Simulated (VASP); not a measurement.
# N (P4_2/mnm) in VASP: relaxation of cell and atoms with PBE+D3(BJ)

Aim: the relaxation of cell and atoms of N with PBE+D3(BJ).

All numbers are computed with VASP 6.6.1; they aren't measurements. Logs are shortened: lines on timing, memory, paths and dates and some standing lists are left out, and cuts for length are marked.

## (1) The cell of the first run

It takes space group P4_2/mnm (No. 136, tetragonal). Conventional cell: a = 4.084 Å, b = 4.084 Å, c = 5.346 Å, α = 90.00°, β = 90.00°, γ = 90.00°. Within 1.5 Å of N (site symmetry m2m) lie 1 N at 1.11 Å.

## (2) Relaxation of cell and atoms, PBE+D3(BJ)

INCAR reads:

```
ALGO     = Normal         # electronic algorithm
EDIFF    = 1E-7           # SCF threshold, eV
EDIFFG   = -0.02          # ionic threshold
ENCUT    = 910            # plane-wave cutoff, eV
GGA      = PE             # functional
GGA_COMPAT= False        
IBRION   = 2              # ionic algorithm
ISIF     = 3              # what is computed and relaxed
ISMEAR   = 0              # smearing method
IVDW     = 12             # dispersion correction
LASPH    = True           # aspherical terms in the spheres
LCHARG   = False          # write CHGCAR
LREAL    = False          # projectors in reciprocal space
LWAVE    = False          # write WAVECAR
NELM     = 120            # most SCF steps
NELMIN   = 4            
NSW      = 90             # ionic steps
PREC     = Accurate       # precision mode
SIGMA    = 0.02           # smearing width, eV
```

KPOINTS reads:

```
k-points
0
Gamma
  6 6 4
```

POSCAR reads:

```
N
1.0
    4.0840619700      0.0000000000      0.0000000000
    0.0000000000      4.0840619700      0.0000000000
    0.0000000000      0.0000000000      5.3459132500
N
4
Direct
    0.9042752000      0.9042752000      0.0000000000
    0.5957248000      0.4042752000      0.5000000000
    0.0957248000      0.0957248000      0.0000000000
    0.4042752000      0.5957248000      0.5000000000
```

Potentials or basis: VASP PAW PBE potentials, release 64 (N_h).

Started as:

```
cat potpaw_PBE.64/N_h/POTCAR > POTCAR
mpirun -np 1 vasp_std > vasp.out
```

OUTCAR:

```text
EDIFF = 1E-7
   EDIFFG = -0.02
   ENCUT = 910
   GGA = PE
   IBRION = 2
   ISIF = 3
   ISMEAR = 0
   IVDW = 12
   LASPH = True
   LREAL = False
   NELM = 120
   NELMIN = 4
   NSW = 90
   PREC = Accurate
 IVDW          = 12

 ion  position               nearest neighbor table
   1  0.904  0.904  0.000-   3 1.11
   2  0.596  0.404  0.500-   4 1.11
   3  0.096  0.096  0.000-   1 1.11
   4  0.404  0.596  0.500-   2 1.11

  LATTYP: Found a simple tetragonal cell.
 ALAT       =     4.0840619700
 C/A-ratio  =     1.3089696702

  Lattice vectors:

 A1 = (   4.0840619700,   0.0000000000,   0.0000000000)
 A2 = (   0.0000000000,   4.0840619700,   0.0000000000)
 A3 = (   0.0000000000,   0.0000000000,   5.3459132500)

Analysis of symmetry for initial positions (statically):
=====================================================================
 Subroutine PRICEL returns:
 Original cell was already a primitive cell.

 Routine SETGRP: Setting up the symmetry group for a
 simple tetragonal supercell.

 Subroutine GETGRP returns: Found 16 space group operations
 (whereof  8 operations were pure point group operations)
 out of a pool of 16 trial point group operations.

The static configuration has the point symmetry D_2h.
 The point group associated with its full space group is D_4h.

Analysis of symmetry for dynamics (positions and initial velocities):
=====================================================================
 Subroutine PRICEL returns:
 Original cell was already a primitive cell.

 Routine SETGRP: Setting up the symmetry group for a
 simple tetragonal supercell.

 Subroutine GETGRP returns: Found 16 space group operations
 (whereof  8 operations were pure point group operations)
 out of a pool of 16 trial point group operations.

The dynamic configuration has the point symmetry D_2h.
 The point group associated with its full space group is D_4h.

 Subroutine INISYM returns: Found 16 space group operations
 (whereof  8 operations are pure point group operations),
 and found     1 'primitive' translations

----------------------------------------------------------------------------------------

                                     Primitive cell

  volume of cell :      89.1675

  direct lattice vectors                    reciprocal lattice vectors
     4.084061970  0.000000000  0.000000000     0.244854267  0.000000000  0.000000000
     0.000000000  4.084061970  0.000000000     0.000000000  0.244854267  0.000000000
     0.000000000  0.000000000  5.345913250     0.000000000  0.000000000  0.187058778

  length of vectors
     4.084061970  4.084061970  5.345913250     0.244854267  0.244854267  0.187058778

  position of ions in fractional coordinates (direct lattice)
     0.904275200  0.904275200  0.000000000
     0.595724800  0.404275200  0.500000000
     0.095724800  0.095724800  0.000000000
     0.404275200  0.595724800  0.500000000

  ion indices of the primitive-cell ions
   primitive index   ion index
                 1           1
                 2           2
                 3           3
                 4           4

----------------------------------------------------------------------------------------

 KPOINTS: k-points

Automatic generation of k-mesh.
 Grid dimensions read from file:
 generate k-points for:    6    6    4

 Generating k-lattice:

  Cartesian coordinates                     Fractional coordinates (reciprocal lattice)
     0.040809044  0.000000000  0.000000000     0.166666667  0.000000000  0.000000000
     0.000000000  0.040809044  0.000000000     0.000000000  0.166666667  0.000000000
     0.000000000  0.000000000  0.046764695     0.000000000  0.000000000  0.250000000

  Length of vectors
     0.040809044  0.040809044  0.046764695

  Shift w.r.t. Gamma in fractional coordinates (k-lattice)
     0.000000000  0.000000000  0.000000000

 Subroutine IBZKPT returns following result:
 ===========================================

 Found     30 irreducible k-points:

 Following reciprocal coordinates:
            Coordinates               Weight
  0.000000  0.000000  0.000000      1.000000
  0.166667  0.000000  0.000000      4.000000
  0.333333  0.000000  0.000000      4.000000
  0.500000  0.000000  0.000000      2.000000
  0.166667  0.166667  0.000000      4.000000
  0.333333  0.166667  0.000000      8.000000
[... 16 lines left out ...]
  0.333333  0.000000  0.500000      4.000000
  0.500000  0.000000  0.500000      2.000000
 [... further k-points ...]
   k-points           NKPTS =     30   k-points in BZ     NKDIM =     30   number of bands    NBANDS=     14
   number of dos      NEDOS =    301   number of ions     NIONS =      4
   total plane-waves  NPLWV =  86400
   dimension x,y,z NGX =    40 NGY =   40 NGZ =   54
   dimension x,y,z NGXF=    80 NGYF=   80 NGZF=  108
   ions per type =               4
   NGX,Y,Z   is equivalent  to a cutoff of  16.28, 16.28, 16.79 a.u.
   NGXF,Y,Z  is equivalent  to a cutoff of  32.56, 32.56, 33.59 a.u.
 SYSTEM =  unknown system
   PREC   = accura    normal or accurate (medium, high low for compatibility)
   ISTART =      0    job   : 0-new  1-cont  2-samecut
   ICHARG =      2    charge: 1-file 2-atom 10-const
   ISPIN  =      1    spin polarized calculation?
   LNONCOLLINEAR =      F non collinear calculations
   LSORBIT =      F    spin-orbit coupling
   LASPH  =      T    aspherical Exc in radial PAW
   ENCUT  =  910.0 eV  66.88 Ry    8.18 a.u.  10.05 10.05 13.15*2*pi/ulx,y,z
   NELM   =    120;   NELMIN=  4; NELMDL= -5     # of ELM steps
   EDIFF  = 0.1E-06   stopping-criterion for ELM
   LREAL  =      F    real-space projection
   EDIFFG = -.2E-01   stopping-criterion for IOM
   NSW    =     90    number of steps for IOM
   IBRION =      2    ionic relax: 0-MD 1-quasi-New 2-CG
   NFREE  =      1    steps in history (QN), initial steepest desc. (CG)
   ISIF   =      3    stress and relaxation
   ISYM   =      2    0-nonsym 1-usesym 2-fastsym
   POTIM  = 0.5000    time-step for ionic-motion
   TEBEG  =    0.0;   TEEND  =   0.0 temperature during run
   PSTRESS=    0.0 pullay stress
   NELECT =      20.0000    total number of electrons
   NUPDOWN=      -1.0000    fix difference up-down
   EMIN   =  10.00;   EMAX   =-10.00  energy-range for DOS
   EFERMI =   0.00;   METHOD = LEGACY
   ISMEAR =     0;   SIGMA  =   0.02  broadening in eV -4-tet -1-fermi 0-gaus
   EFERMI_NEDOS =   21; number of points for ismear=-14 and -15
   IALGO  =     38    algorithm
   IMIX   =      4    mixing-type and parameters
     AMIX     =   0.40;   BMIX     =  1.00
     AMIX_MAG =   1.60;   BMIX_MAG =  1.00
  volume/ion in A,a.u.               =      22.29       150.43
  Fermi-wavevector in a.u.,A,eV,Ry     =   0.994678  1.879669 13.461399  0.989385
  Thomas-Fermi vector in A             =   2.126646
   LORBIT       =      0    0 simple, 1 ext, 2 COOP (PROOUT), +10 PAW based schemes
   GGA     = PE    functional components
   LHFCALC =     F    Hartree Fock is set to
   AEXX    =    0.0000 exact exchange contribution
   IVDW    =    12    specifies the selected vdW correction
   LEPSILON=     F    determine dielectric tensor
   LRPA    =     F    only Hartree local field effects (RPA)
 conjugate gradient relaxation of ions
 non-spin polarized calculation
 Gauss-broadening in eV      SIGMA  =   0.02
  energy-cutoff  :      910.00
  volume of cell :       89.17
 maximum number of plane-waves:      5588
   NGX = 21   NGY = 21   NGZ = 27

--------------------------------------- Ionic step        1  -------------------------------------------

 number of electron      20.0000000 magnetization

 Free energy of the ion-electron system (eV)
  ---------------------------------------------------
  ext. energy  EPLUGINS =         0.00000000
  ---------------------------------------------------
  free energy    TOTEN  =       -33.65798425 eV

  energy without entropy =      -33.65798425  energy(sigma->0) =      -33.65798425

------------------------ aborting loop because EDIFF is reached ----------------------------------------

 Edisp (eV)   -0.22130

 E8    (eV) :    -0.0527

  FORCE on cell =-STRESS in cart. coord.  units (eV):
  Direction    XX          YY          ZZ          XY          YZ          ZX
  --------------------------------------------------------------------------------------
  -------------------------------------------------------------------------------------
  Total      -0.69794    -0.69794    -0.13343     0.00000     0.00000     0.00000
  in kB     -12.54067   -12.54067    -2.39748     0.00000     0.00000     0.00000
  external pressure =       -9.16 kB  Pullay stress =        0.00 kB
[... 103 lines left out ...]
  FREE ENERGIE OF THE ION-ELECTRON SYSTEM (eV)
  ---------------------------------------------------
  free  energy   TOTEN  =       -33.8812889664 eV

  energy  without entropy=      -33.8812889664  energy(sigma->0) =      -33.88128897

[... ionic steps 4 to 8 ...]

--------------------------------------- Ionic step        9  -------------------------------------------

 number of electron      20.0000000 magnetization

------------------------ aborting loop because EDIFF is reached ----------------------------------------

 Edisp (eV)   -0.23565

 E8    (eV) :    -0.0567
[... 73 lines left out ...]
  energy  without entropy=      -33.8757119559  energy(sigma->0) =      -33.87571196

--------------------------------------- Ionic step       11  -------------------------------------------

 number of electron      20.0000000 magnetization

 Free energy of the ion-electron system (eV)
  ---------------------------------------------------
  ext. energy  EPLUGINS =         0.00000000
  ---------------------------------------------------
  free energy    TOTEN  =       -33.64860500 eV

  energy without entropy =      -33.64860500  energy(sigma->0) =      -33.64860500

 E-fermi :  -5.7909     XC(G=0):  -6.6651

 val. band max:       -5.9383785368   @ k =   0.5000   0.5000   0.5000
 cond. band min:       0.9408649834   @ k =   0.0000   0.0000   0.0000
 fundamental gap:      6.8792435202
 Fermi energy:        -5.7908525662

 k-point     1 :       0.0000    0.0000    0.0000
  band No.  band energies     occupation
      1     -24.2201      2.00000
      2     -24.1441      2.00000
      3      -9.3250      2.00000
      4      -9.3250      2.00000
      5      -7.9723      2.00000
      6      -7.3353      2.00000
      7      -7.3353      2.00000
      8      -7.2318      2.00000
      9      -7.0213      2.00000
     10      -6.1592      2.00000
     11       0.9409      0.00000
     12       1.8873      0.00000
     13       2.2815      0.00000
     14       2.2815      0.00000
[... 375 lines left out ...]
 k-point    24 :       0.5000    0.0000    0.5000
  band No.  band energies     occupation
      1     -24.1670      2.00000
      2     -24.1670      2.00000
      3      -9.6246      2.00000
      4      -9.6246      2.00000
      5      -7.7115      2.00000
      6      -7.7115      2.00000
      7      -7.3387      2.00000
      8      -7.3387      2.00000
      9      -6.2504      2.00000
     10      -6.2504      2.00000
     11       1.6621      0.00000
     12       1.6621      0.00000
     13       2.3851      0.00000
     14       2.3851      0.00000

 [... further k-points ...]

------------------------ aborting loop because EDIFF is reached ----------------------------------------

 Edisp (eV)   -0.23565

 E8    (eV) :    -0.0567

  FORCE on cell =-STRESS in cart. coord.  units (eV):
  Direction    XX          YY          ZZ          XY          YZ          ZX
  --------------------------------------------------------------------------------------
  -------------------------------------------------------------------------------------
  Total      -0.00359    -0.00359    -0.00002     0.00000     0.00000     0.00000
  in kB      -0.06754    -0.06754    -0.00029     0.00000     0.00000     0.00000
  external pressure =       -0.05 kB  Pullay stress =        0.00 kB
[... 19 lines left out ...]
  FREE ENERGIE OF THE ION-ELECTRON SYSTEM (eV)
  ---------------------------------------------------
  free  energy   TOTEN  =       -33.8842597685 eV

  energy  without entropy=      -33.8842597685  energy(sigma->0) =      -33.88425977

 reached required accuracy - stopping structural energy minimisation
```

It took 3.6 min on 1 thread of AMD EPYC 9R45 (Zen 5), shared host; peak memory 0.29 GiB.

What came out:

```yaml
Free_energy: -33.8843 eV
Relaxed_volume: 21.30 Å³/atom
Relaxed_cell: a = 4.024 Å, b = 4.024 Å, c = 5.259 Å, α = 90.00°, β = 90.00°, γ = 90.00°
Space_group_after_relaxing_to_0.1_Å: P4_2/mnm (No. 136)
Energy_gained_by_relaxing: 1.2 meV/atom
Ionic_steps: 11
Pressure_after_relaxing: 0.0 GPa
Band_gap_on_the_k_mesh: 6.88 eV (least direct gap 7.10 eV)
Dispersion_energy_per_atom: -0.059 eV
```

The path:
| step | energy change (eV) | largest force (eV/Å) | pressure (GPa) | volume (Å³) |
| --- | --- | --- | --- | --- |
| 1 | 0.0000 | 0.5080 | -0.92 | 89.17 |
| 2 | 0.4763 | 9.4430 | 11.85 | 87.53 |
| 3 | -0.0020 | 0.0230 | -0.27 | 89.06 |
| 4 | -0.0020 | 0.0139 | -0.23 | 89.05 |
| 5 | -0.0020 | 0.0253 | -0.21 | 89.05 |
| 6 | -0.0025 | 0.0237 | -0.19 | 88.72 |
| 7 | -0.0037 | 0.0224 | -0.13 | 87.75 |
| 8 | -0.0049 | 0.0259 | -0.01 | 85.82 |
| 9 | -0.0050 | 0.0280 | 0.04 | 85.18 |
| 10 | 0.0036 | 1.0849 | -1.49 | 85.16 |
| 11 | -0.0050 | 0.0005 | 0.00 | 85.18 |

Final structure:
```yaml
crystal:
  lattice:
    - [4.02442, 0.00000, 0.00000]
    - [0.00000, 4.02442, 0.00000]
    - [0.00000, 0.00000, 5.25940]
  atoms:
    - { symbol: N, position: [0.90318, 0.90318, 0.00000] }
    - { symbol: N, position: [0.59682, 0.40318, 0.50000] }
    - { symbol: N, position: [0.09682, 0.09682, 0.00000] }
    - { symbol: N, position: [0.40318, 0.59682, 0.50000] }
```

Caveat: the cutoff is under 1.25 times the usual one of these potentials, so pressure, stress and relaxed cells hold a basis-set (Pulay) error. A k mesh can miss the band edges.
